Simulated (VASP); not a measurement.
# Se: single point with LDA

Crystal: Se.

```
Se
1.0
     1.26206   -0.72865    4.09355
     0.00000    1.45730    4.09355
    -1.26206   -0.72865    4.09355
Se
2
Direct
  0.25000 0.25000 0.25000
  0.75000 0.75000 0.75000
```

This isn't the form of Se at room conditions, which is trigonal, of chains.

| Item | Value |
| --- | --- |
| Program | VASP 6.6.1 |
| Task | single point |
| Functional | LDA |
| Potentials or basis | VASP PAW LDA potentials, release 64 (Se) |
| Cutoff | 520 eV |
| k mesh | 14 × 14 × 14 |
| Occupations | fermi-dirac, width 0.1 eV |
| Spin | no spin polarisation |
| Dipole correction | no |
| Further INCAR settings | ALGO = Normal; EDIFF = 1e-06; NBANDS = 13 |

The pressure is 142.6 GPa and the band gap on the k mesh is zero (bands 6 and 7 overlap by 12.07 eV).

Stress tensor (GPa, compression positive):
```
142.54   0.00   0.00
  0.00 142.54   0.00
  0.00   0.00 142.65
```

Levels at points of the mesh, in eV from the Fermi level:
```tsv
k point	band 3	band 4	band 5	band 6	band 7	band 8	band 9	band 10
(0.00, 0.00, 0.00)	-12.85	4.32	4.32	7.37	7.37	7.61	11.82	11.82
(0.50, 0.00, 0.00)	-8.99	-8.99	-3.40	-3.40	0.52	0.52	6.14	6.14
(0.50, 0.50, 0.00)	-12.25	-11.18	-1.61	-1.41	3.82	4.33	4.46	4.53
(0.50, 0.50, 0.50)	-3.16	-3.16	5.33	5.33	5.33	5.33	11.95	11.95
```

Run time: 2.9 min on 1 thread of Intel Xeon 8259CL, on a shared host, peak memory 0.2 GiB.

Caveat: the cell stands under pressure.
